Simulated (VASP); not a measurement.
# Pd (Im-3m) in VASP: a series of runs, part 2 of 2

VASP 6.6.1. Earlier steps stand in the parts before.

**3. Relaxation of cell and atoms, r2SCAN**

The input, POSCAR:

```
Pd
1.0
   -1.5722810000      1.5722810000      1.5722810000
    1.5722810000     -1.5722810000      1.5722810000
    1.5722810000      1.5722810000     -1.5722810000
Pd
1
Direct
    0.0000000000      0.0000000000      0.0000000000
```

The input, INCAR.step1:

```
SYSTEM = Pd
PREC     = Accurate       ! precision mode
ENCUT    = 600            ! plane-wave cutoff, eV
ISMEAR   = -1             ! smearing method
SIGMA    = 0.05           ! smearing width, eV
LREAL    = .FALSE.        ! projectors in reciprocal space
LASPH    = .TRUE.         ! aspherical terms in the spheres
NELM     = 60             ! most SCF steps
GGA      = PE             ! functional
ALGO     = Normal         ! electronic algorithm
EDIFF    = 1E-4           ! SCF threshold, eV
LWAVE    = .TRUE.         ! write WAVECAR
LCHARG   = .FALSE.        ! write CHGCAR
```

The input, INCAR.step2:

```
SYSTEM = Pd
PREC     = Accurate       ! precision mode
ENCUT    = 600            ! plane-wave cutoff, eV
EDIFF    = 1E-6           ! SCF threshold, eV
ISMEAR   = -1             ! smearing method
SIGMA    = 0.05           ! smearing width, eV
LREAL    = .FALSE.        ! projectors in reciprocal space
LASPH    = .TRUE.         ! aspherical terms in the spheres
NELM     = 60             ! most SCF steps
ALGO     = Normal         ! electronic algorithm
ISIF     = 3              ! what is computed and relaxed
LWAVE    = .FALSE.        ! write WAVECAR
LCHARG   = .FALSE.        ! write CHGCAR
METAGGA  = R2SCAN         ! meta-GGA
LMIXTAU  = .TRUE.       
IBRION   = 2              ! ionic algorithm
NSW      = 60             ! ionic steps
EDIFFG   = -0.01          ! ionic threshold
ISTART   = 1
```

The input, KPOINTS:

```
regular mesh
0
G
  12 12 12
  0 0 0
```

Potentials or basis: VASP PAW PBE potentials, release 64 (Pd).

The run is started by

```console
$ cat potpaw_PBE.64/Pd/POTCAR > POTCAR
$ cp INCAR.step1 INCAR
$ mpirun -np 1 vasp_std > vasp.out
$ cp INCAR.step2 INCAR
$ mpirun -np 1 vasp_std > vasp.out
```

OUTCAR:

```text
SYSTEM = Pd
   PREC = Accurate
   ENCUT = 600
   EDIFF = 1E-6
   ISMEAR = -1
   LREAL = .FALSE.
   LASPH = .TRUE.
   NELM = 60
   ISIF = 3
   METAGGA = R2SCAN
   IBRION = 2
   NSW = 60
   EDIFFG = -0.01
   ISTART = 1

 ion  position               nearest neighbor table
   1  0.000  0.000  0.000-

  LATTYP: Found a body centered cubic cell.
 ALAT       =     3.1445620000

  Lattice vectors:

 A1 = (  -1.5722810000,   1.5722810000,   1.5722810000)
 A2 = (   1.5722810000,  -1.5722810000,   1.5722810000)
 A3 = (   1.5722810000,   1.5722810000,  -1.5722810000)

Analysis of symmetry for initial positions (statically):
=====================================================================
 Subroutine PRICEL returns:
 Original cell was already a primitive cell.

 Routine SETGRP: Setting up the symmetry group for a
 body centered cubic supercell.

 Subroutine GETGRP returns: Found 48 space group operations
[... 9 lines left out ...]

 Routine SETGRP: Setting up the symmetry group for a
 body centered cubic supercell.

 Subroutine GETGRP returns: Found 48 space group operations
[... 11 lines left out ...]
                                     Primitive cell

  volume of cell :      15.5471

  direct lattice vectors                    reciprocal lattice vectors
    -1.572281000  1.572281000  1.572281000     0.000000000  0.318009313  0.318009313
     1.572281000 -1.572281000  1.572281000     0.318009313  0.000000000  0.318009313
     1.572281000  1.572281000 -1.572281000     0.318009313  0.318009313  0.000000000

  length of vectors
     2.723270576  2.723270576  2.723270576     0.449733083  0.449733083  0.449733083

  position of ions in fractional coordinates (direct lattice)
     0.000000000  0.000000000  0.000000000

  ion indices of the primitive-cell ions
[... 97 lines left out ...]
  Thomas-Fermi vector in A             =   2.534834
   LORBIT       =      0    0 simple, 1 ext, 2 COOP (PROOUT), +10 PAW based schemes
   METAGGA = R2SCAN    functional components
   LHFCALC =     F    Hartree Fock is set to
   AEXX    =    0.0000 exact exchange contribution
   IVDW    =     0    specifies the selected vdW correction
   LEPSILON=     F    determine dielectric tensor
   LRPA    =     F    only Hartree local field effects (RPA)
 conjugate gradient relaxation of ions
 non-spin polarized calculation
  energy-cutoff  :      600.00
  volume of cell :       15.55
 maximum number of plane-waves:       539
 NGX is ok and might be reduce to    24
   NGX = 11   NGY = 11   NGZ = 11

--------------------------------------- Ionic step        1  -------------------------------------------

 number of electron      10.0000002 magnetization

 Free energy of the ion-electron system (eV)
  ---------------------------------------------------
  ext. energy  EPLUGINS =         0.00000000
  ---------------------------------------------------
  free energy    TOTEN  =       -22.90465675 eV

  energy without entropy =      -22.89453720  energy(sigma->0) =      -22.89959698

------------------------ aborting loop because EDIFF is reached ----------------------------------------

  FORCE on cell =-STRESS in cart. coord.  units (eV):
  Direction    XX          YY          ZZ          XY          YZ          ZX
  --------------------------------------------------------------------------------------
  -------------------------------------------------------------------------------------
  Total       -0.4950076     -0.4950076     -0.4950076      0.0000000      0.0000000     -0.0000000
  in kB      -51.0119571    -51.0119571    -51.0119571      0.0000000      0.0000000     -0.0000000
  external PRESSURE =     -51.0119571 kB  Pullay stress =       0.0000000 kB
[... 57 lines left out ...]
--------------------------------------- Ionic step        3  -------------------------------------------

 number of electron      10.0000001 magnetization

 Free energy of the ion-electron system (eV)
  ---------------------------------------------------
  ext. energy  EPLUGINS =         0.00000000
  ---------------------------------------------------
  free energy    TOTEN  =       -22.91241806 eV

  energy without entropy =      -22.90287296  energy(sigma->0) =      -22.90764551

 E-fermi :   9.2445     XC(G=0): -13.9536

 val. band max:        9.2274974391   @ k =  -0.4167   0.4167   0.4167
 cond. band min:       9.3201333333   @ k =  -0.4167   0.4167   0.2500
 fundamental gap:      0.0926358942
 Fermi energy:         9.2444729888

 k-point     1 :       0.0000    0.0000    0.0000
  band No.  band energies     occupation
      1       2.2504      2.00000
      2       6.2978      2.00000
      3       6.2978      2.00000
      4       6.2978      2.00000
      5       8.2372      2.00000
      6       8.2372      2.00000
      7      29.5600      0.00000
      8      29.5600      0.00000
      9      29.5600      0.00000
[... 265 lines left out ...]
 k-point    24 :       0.4167    0.0833    0.0833
  band No.  band energies     occupation
      1       4.3666      2.00000
      2       5.1098      2.00000
      3       8.2237      2.00000
      4       8.2613      2.00000
      5       8.4794      2.00000
      6      13.0832      0.00000
      7      17.4079      0.00000
      8      24.4081      0.00000
      9      25.3495      0.00000

 [... further k-points ...]
[... 5 lines left out ...]
  --------------------------------------------------------------------------------------
  -------------------------------------------------------------------------------------
  Total       -0.0067493     -0.0067493     -0.0067493     -0.0000000     -0.0000000      0.0000000
  in kB       -0.7171072     -0.7171072     -0.7171072     -0.0000000     -0.0000000      0.0000000
  external PRESSURE =      -0.7171072 kB  Pullay stress =       0.0000000 kB
[... 16 lines left out ...]
  FREE ENERGIE OF THE ION-ELECTRON SYSTEM (eV)
  ---------------------------------------------------
  free  energy   TOTEN  =       -22.9124180556 eV

  energy  without entropy=      -22.9028729573  energy(sigma->0) =      -22.90764551

 reached required accuracy - stopping structural energy minimisation
```

OUTCAR.step1:

```text
SYSTEM = Pd
   PREC = Accurate
   ENCUT = 600
   ISMEAR = -1
   LREAL = .FALSE.
   LASPH = .TRUE.
[... 505 lines left out ...]
 -----------------------------------------------------------------------------------
      0.00000      0.00000      0.00000         0.000000     -0.000000     -0.000000
 -----------------------------------------------------------------------------------
    total drift:                               -0.000000      0.000000      0.000000

  FREE ENERGIE OF THE ION-ELECTRON SYSTEM (eV)
  ---------------------------------------------------
  free  energy   TOTEN  =        -5.1807650656 eV

  energy  without entropy=       -5.1702706511  energy(sigma->0) =       -5.17551786
```

Wall time 2.5 min (1 thread of AMD EPYC 7R43 (Zen 3), shared host); peak memory 0.13 GiB.

What came out:

```
Free energy                            : -22.9124 eV
Relaxed volume                         : 15.08 Å³/atom
Relaxed cell                           : a = 2.696 Å, b = 2.696 Å, c = 2.696 Å, α = 109.47°, β = 109.47°, γ = 109.47°
Space group after relaxing (to 0.05 Å) : Im-3m (No. 229)
Energy gained by relaxing              : 7.8 meV/atom
Ionic steps                            : 3
Pressure after relaxing                : -0.1 GPa
Band gap on the k mesh                 : zero (band 5 reaches 9.86 eV, above the bottom of band 6 at 8.12 eV)
```

Step by step:
```csv
step,energy change (eV),largest force (eV/Å),pressure (GPa),volume (Å³)
1,0.0000,0.0000,-5.10,15.55
2,0.0080,0.0000,8.67,14.46
3,-0.0078,0.0000,-0.07,15.08
```

Final structure:
```cif
data_structure
_symmetry_space_group_name_H-M 'P 1'
_symmetry_Int_Tables_number 1
_cell_length_a 2.6957
_cell_length_b 2.6957
_cell_length_c 2.6957
_cell_angle_alpha 109.471
_cell_angle_beta 109.471
_cell_angle_gamma 109.471
_cell_volume 15.08
loop_
_atom_site_label
_atom_site_type_symbol
_atom_site_fract_x
_atom_site_fract_y
_atom_site_fract_z
_atom_site_occupancy
Pd1 Pd 0.00000 0.00000 0.00000 1
```

Caveat: the PAW data sets were made with another functional, which shifts forces and pressure a little.

**4. Single point, LDA**

This run uses another cell than the first one, of 14.61 Å³/atom, 0.940 times its volume.

The input, INCAR:

```
SYSTEM = Pd
  PREC = Accurate
  ENCUT = 520
  EDIFF = 1E-6
  ISMEAR = -1
  SIGMA = 0.05
  LREAL = .FALSE.
  LASPH = .TRUE.
  NELM = 80
  ALGO = Normal
  ISIF = 2
  LWAVE = .FALSE.
  LCHARG = .FALSE.
  NBANDS = 11
```

The input, KPOINTS:

```
Automatic mesh
0
G
  12 12 12
  0 0 0
```

The input, POSCAR:

```
Pd
1.0
   -1.5401846266      1.5401846266      1.5401846266
    1.5401846266     -1.5401846266      1.5401846266
    1.5401846266      1.5401846266     -1.5401846266
Pd
1
Direct
    0.0000000000      0.0000000000      0.0000000000
```

Potentials or basis: VASP PAW LDA potentials, release 64 (Pd).

The run is started by

```console
$ cat potpaw_LDA.64/Pd/POTCAR > POTCAR
$ mpirun -np 1 vasp_std > vasp.out
```

Wall time 3.8 s (1 thread of Intel Xeon 6975P-C (Granite Rapids), shared host); peak memory 0.12 GiB.

Results (log left out):

* Free energy: -6.4401 eV
* Pressure: -5.0 GPa
* Band gap on the k mesh: zero (band 5 reaches 10.38 eV, above the bottom of band 6 at 8.66 eV)

Levels at points of the mesh, in eV from the Fermi level:
```csv
k point,band 1,band 2,band 3,band 4,band 5,band 6,band 7,band 8,band 9,band 10
"(0.00, 0.00, 0.00)",-7.27,-3.01,-3.01,-3.01,-0.94,-0.94,19.37,19.37,19.37,25.91
"(0.50, 0.00, 0.00)",-5.41,-4.24,-1.02,-0.69,0.66,1.34,8.01,15.13,17.82,24.61
"(0.50, 0.50, 0.50)",-5.33,-5.33,0.26,0.26,0.26,9.19,9.19,9.19,17.81,17.92
```

**5. Single point, LDA**

This run uses another cell than the first one, of 14.93 Å³/atom, 0.960 times its volume.

The input, INCAR:

```
SYSTEM = Pd
PREC = Accurate ; ENCUT = 520
EDIFF = 1E-6 ; ISMEAR = -1
SIGMA = 0.05 ; LREAL = .False.
LASPH = .True. ; NELM = 100
ALGO = Normal ; ISIF = 2
LWAVE = .False. ; LCHARG = .False.
GGA = CA ; NBANDS = 11
```

The input, KPOINTS:

```
regular mesh
0
Gamma
  12 12 12
  0 0 0
```

The input, POSCAR:

```
Pd
1.0
   -1.5510313546      1.5510313546      1.5510313546
    1.5510313546     -1.5510313546      1.5510313546
    1.5510313546      1.5510313546     -1.5510313546
Pd
1
Direct
    0.0000000000      0.0000000000      0.0000000000
```

Potentials or basis: VASP PAW LDA potentials, release 64 (Pd).

The run is started by

```console
$ cat potpaw_LDA.64/Pd/POTCAR > POTCAR
$ mpirun -np 1 vasp_std > vasp.out
```

OUTCAR:

```text
SYSTEM = Pd
   PREC = Accurate
   ENCUT = 520
   EDIFF = 1E-6
   ISMEAR = -1
   LREAL = .False.
   LASPH = .True.
   NELM = 100
   ISIF = 2
   GGA = CA

 ion  position               nearest neighbor table
   1  0.000  0.000  0.000-

  LATTYP: Found a body centered cubic cell.
 ALAT       =     3.1020627092

  Lattice vectors:

 A1 = (  -1.5510313546,   1.5510313546,   1.5510313546)
 A2 = (   1.5510313546,  -1.5510313546,   1.5510313546)
 A3 = (   1.5510313546,   1.5510313546,  -1.5510313546)

Analysis of symmetry for initial positions (statically):
[... 504 lines left out ...]
      4       8.4557      2.00000
      5       8.7028      2.00000
      6      12.9199      0.00000
      7      17.1375      0.00000
      8      23.7977      0.00000
      9      24.6738      0.00000
     10      33.8853      0.00000
     11      35.3116      0.00000

 [... further k-points ...]
[... 5 lines left out ...]
  --------------------------------------------------------------------------------------
  -------------------------------------------------------------------------------------
  Total       -0.8256930     -0.8256930     -0.8256930      0.0000000     -0.0000000      0.0000000
  in kB      -88.6354468    -88.6354468    -88.6354468      0.0000000     -0.0000000      0.0000000
  external PRESSURE =     -88.6354468 kB  Pullay stress =       0.0000000 kB

 VOLUME and BASIS-vectors are now :
 -----------------------------------------------------------------------------
  energy-cutoff  :      520.00
  volume of cell :       14.93
      direct lattice vectors                 reciprocal lattice vectors
    -1.551031355  1.551031355  1.551031355     0.000000000  0.322366146  0.322366146
     1.551031355 -1.551031355  1.551031355     0.322366146  0.000000000  0.322366146
     1.551031355  1.551031355 -1.551031355     0.322366146  0.322366146  0.000000000

 POSITION                                       TOTAL-FORCE (eV/Angst)
 -----------------------------------------------------------------------------------
      0.00000      0.00000      0.00000        -0.000000      0.000000     -0.000000
 -----------------------------------------------------------------------------------
    total drift:                                0.000000     -0.000000      0.000000

  FREE ENERGIE OF THE ION-ELECTRON SYSTEM (eV)
  ---------------------------------------------------
  free  energy   TOTEN  =        -6.4267194880 eV

  energy  without entropy=       -6.4171175189  energy(sigma->0) =       -6.42191850
```

OSZICAR:

```text
N       E                     dE             d eps       ncg     rms          rms(c)
DAV:   1     0.419782161809E+02    0.41978E+02   -0.51675E+03  1584   0.855E+02
DAV:   2    -0.617147005492E+01   -0.48150E+02   -0.46716E+02  1752   0.185E+02
DAV:   3    -0.674914060138E+01   -0.57767E+00   -0.57701E+00  1928   0.216E+01
DAV:   4    -0.675156735214E+01   -0.24268E-02   -0.24264E-02  1943   0.144E+00
DAV:   5    -0.675159128992E+01   -0.23938E-04   -0.23936E-04  2029   0.130E-01    0.775E+00
DAV:   6    -0.644282761820E+01    0.30876E+00   -0.12876E+00  1944   0.917E+00    0.365E+00
DAV:   7    -0.643150713576E+01    0.11320E-01   -0.11047E-02  2027   0.793E-01    0.198E+00
DAV:   8    -0.642671232576E+01    0.47948E-02   -0.12627E-03  1980   0.290E-01    0.525E-02
DAV:   9    -0.642671619655E+01   -0.38708E-05   -0.18199E-05  2202   0.360E-02    0.122E-02
DAV:  10    -0.642671950780E+01   -0.33113E-05   -0.12109E-06  1957   0.877E-03    0.218E-03
DAV:  11    -0.642671948797E+01    0.19831E-07   -0.57673E-08  1272   0.179E-03
   1 F= -.64267195E+01 E0= -.64219185E+01  d E =-.960197E-02
```

stdout:

```text
POSCAR found type information on POSCAR Pd
 POSCAR found :  1 types and       1 ions
 scaLAPACK will be used
 LDA part: xc-table for (Slater(with rela. corr.)+CA(PZ))
 , standard interpolation
 POSCAR, INCAR and KPOINTS ok, starting setup
 FFT: planning ... GRIDC
 FFT: planning ... GRID_SOFT
 FFT: planning ... GRID
 WAVECAR not read
 entering main loop
```

It took 3.9 s on 1 thread of Intel Xeon 6975P-C (Granite Rapids), shared host; peak memory 0.12 GiB.

Results:

```
Free energy            : -6.4267 eV
Pressure               : -8.9 GPa
Band gap on the k mesh : zero (band 5 reaches 9.99 eV, above the bottom of band 6 at 8.34 eV)
```

**6. Overview**

| task | level | potentials or basis | spin | cell | cutoff (eV) | gap on the mesh (eV) | pressure (GPa) |
| --- | --- | --- | --- | --- | --- | --- | --- |
| single point | PBEsol | VASP PAW PBE potentials, release 64 (Pd) | non-collinear, zero start, SOC | a = 2.723 Å, angles 109.5°, 1 atom | 520 | - | -10.1 |
| relaxation of cell and atoms | r2SCAN | VASP PAW PBE potentials, release 64 (Pd) | off | relaxed from a = 2.723 Å, angles 109.5°, 1 atom | 600 | none | -0.1 |
| single point | LDA | VASP PAW LDA potentials, release 64 (Pd) | off | a = 2.668 Å, angles 109.5°, 1 atom | 520 | none | -5.0 |
| single point | LDA | VASP PAW LDA potentials, release 64 (Pd) | off | a = 2.686 Å, angles 109.5°, 1 atom | 520 | none | -8.9 |

Alike in all rows: k mesh 12 × 12 × 12; smearing fermi-dirac 0.05 eV.

Caveats: the PAW data sets were made with another functional, which shifts forces and pressure a little (some runs).

Absolute energies hang on the potentials; compare differences alone.
